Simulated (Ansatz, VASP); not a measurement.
## One calculation of Si2O, two programs

Contents of INCAR:

```
  PREC = Accurate
  ENCUT = 600
  EDIFF = 1E-6
  ISMEAR = 0
  SIGMA = 0.1
  LREAL = F
  LASPH = T
  NELM = 100
  ALGO = Normal
  ISIF = 3
  LWAVE = F
  LCHARG = F
  GGA = PE
  IBRION = 2
  NSW = 90
  EDIFFG = -0.04
```

KPOINTS

```
regular mesh
0
Gamma
  6 6 6
```

Contents of POSCAR:

```
Si2O
1.0
   -3.2716576300      3.3590613200      1.9541120500
    3.2716576300     -3.3590613200      1.9541120500
    3.2716576300      3.3590613200     -1.9541120500
Si O
4 2
Direct
    0.8154078200      0.0676450300      0.9209450600
    0.8154078200      0.3944627600      0.2477627900
    0.1466999600      0.8944627600      0.0790549400
    0.1466999600      0.5676450300      0.7522372100
    0.5622307800      0.7878922100      0.2743385700
    0.5135536500      0.2878922100      0.7256614300
```

Input for Ansatz:

```yaml
crystal:
  lattice:
    - [-3.27165763, 3.35906132, 1.95411205]
    - [3.27165763, -3.35906132, 1.95411205]
    - [3.27165763, 3.35906132, -1.95411205]
  atoms:
    - { symbol: Si, position: [0.81540782, 0.06764503, 0.92094506] }
    - { symbol: Si, position: [0.81540782, 0.39446276, 0.24776279] }
    - { symbol: Si, position: [0.14669996, 0.89446276, 0.07905494] }
    - { symbol: Si, position: [0.14669996, 0.56764503, 0.75223721] }
    - { symbol: O, position: [0.56223078, 0.78789221, 0.27433857] }
    - { symbol: O, position: [0.51355365, 0.28789221, 0.72566143] }
basis:
  ecutwfc: 420
kpoints:
  mp_grid: { grid: [6, 6, 6] }
hamiltonian:
  xc: pbe
scf:
  occupations: { method: gaussian, width: 0.1 }
  lower_state_search: "off"
output:
  forces: true
  stress: true
  eigenvalues: true
relax:
  adjacent_minimum: "off"
  f_tol: 0.04
  max_steps: 70
  cell: { stress_tol: 0.4 }
```

Alike in both runs: task relaxation of cell and atoms; functional PBE; k mesh 6 × 6 × 6; occupations gaussian, width 0.1 eV; no spin polarisation.

|  | VASP | Ansatz |
| --- | --- | --- |
| version | VASP 6.6.1 | Ansatz 0.2.0 |
| potentials or method | VASP PAW PBE potentials, release 64 (Si, O), cutoff 600 eV | scalar-relativistic, plane waves, PAW |
| valence electrons in the cell | 28 | 28 |

Ansatz gave:

| Quantity | Value |
| --- | --- |
| gap on the k mesh at the Fermi level, each at its own relaxed structure (eV) | none |
| relaxed volume (Å³/atom) | 18.88 |
| relaxed length of the cell vector where the two differ most in proportion (Å) | 5.934 |

Task: Which values does VASP return?

Result: gap on the k mesh at the Fermi level, each at its own relaxed structure (eV): none; relaxed volume (Å³/atom): 16.95; relaxed length of the cell vector where the two differ most in proportion (Å): 6.234.

A gap of «none» marks a metal or a gap that the smearing closes. One of these differences is far larger than is usual between the two programs; its cause wasn't traced.

Noted on VASP's run: the volume moved by over 15 % at a fixed basis, so the end points are rough.
